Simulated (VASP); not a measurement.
The system is Si.

```
Si
1.0
     0.00000    2.73500    2.73500
     2.73500    0.00000    2.73500
     2.73500    2.73500    0.00000
Si
2
Cartesian
  0.0000 0.0000 0.0000
  1.3675 1.3675 1.3675
```

Base run:

- Program: VASP 6.6.1
- Functional: HSE06
- Potentials or basis: VASP PAW PBE potentials, release 64 (Si)
- Cutoff: 520 eV
- k mesh: 8 × 8 × 8
- Occupations: fermi-dirac, width 0.02 eV
- Spin: no spin polarisation

Its results: band gap on the k mesh 1.22 eV (least direct gap 3.31 eV); pressure -1.9 GPa.

Problem. The run is repeated on the same cell with these changes: cutoff from 520 eV to 400 eV; k mesh from 8 × 8 × 8 to 3 × 3 × 3. What comes out?

Solution. Band gap on the k mesh 1.45 eV (least direct gap 3.39 eV); pressure -0.1 GPa.

Caveats: some runs use coarse meshes; the PAW data sets were made with another functional, which shifts forces and pressure a little; an odd mesh through Γ misses points on the zone boundary, where band edges can lie (at least some runs).
